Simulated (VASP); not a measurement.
Input of a VASP 6.6.1 run:

The input INCAR:

```
  PREC = Accurate
  ENCUT = 600
  EDIFF = 1E-7
  ISMEAR = 0
  SIGMA = 0.1
  LREAL = False
  LASPH = True
  NELM = 100
  ALGO = Normal
  ISIF = 3
  LWAVE = False
  LCHARG = False
  GGA = PE
  IBRION = 2
  NSW = 90
  EDIFFG = -0.04
```

KPOINTS

```
regular mesh
0
Gamma
  4 4 4
```

Contents of POSCAR:

```
PtSe2
1.0
    4.7470350200      0.0000000000      0.0000000000
    0.0000000000      4.7470350200      0.0000000000
    0.0000000000      0.0000000000      3.7790022600
Pt Se
1 2
Direct
    0.5000000000      0.5000000000      0.0000000000
    0.0000000000      0.0000000000      0.2680328300
    0.0000000000      0.0000000000      0.7319671700
```

Potentials or basis: VASP PAW PBE potentials, release 64 (Pt, Se).

Launch:

```console
$ cat potpaw_PBE.64/Pt/POTCAR potpaw_PBE.64/Se/POTCAR > POTCAR
$ mpirun -np 1 vasp_std > vasp.out
```

(1) Estimate the relaxed cell.

(2) Estimate the space group after relaxing (to 0.05 Å).

(3) Estimate the relaxed volume.

(4) Predict the band gap on the k mesh.

## Answers

(1) a = 3.315 Å, b = 3.315 Å, c = 5.669 Å, α = 90.00°, β = 90.00°, γ = 90.00°.

(2) P4/mmm (No. 123).

(3) 20.77 Å³/atom.

(4) zero (band 11 reaches 7.80 eV, above the bottom of band 12 at 5.58 eV).

Caveat: the k points lie up to 0.47 Å⁻¹ apart in the final cell; the volume moved by over 15 % at a fixed basis, so the end points are rough; spin-orbit coupling is left out, which moves the levels of the heavy elements.
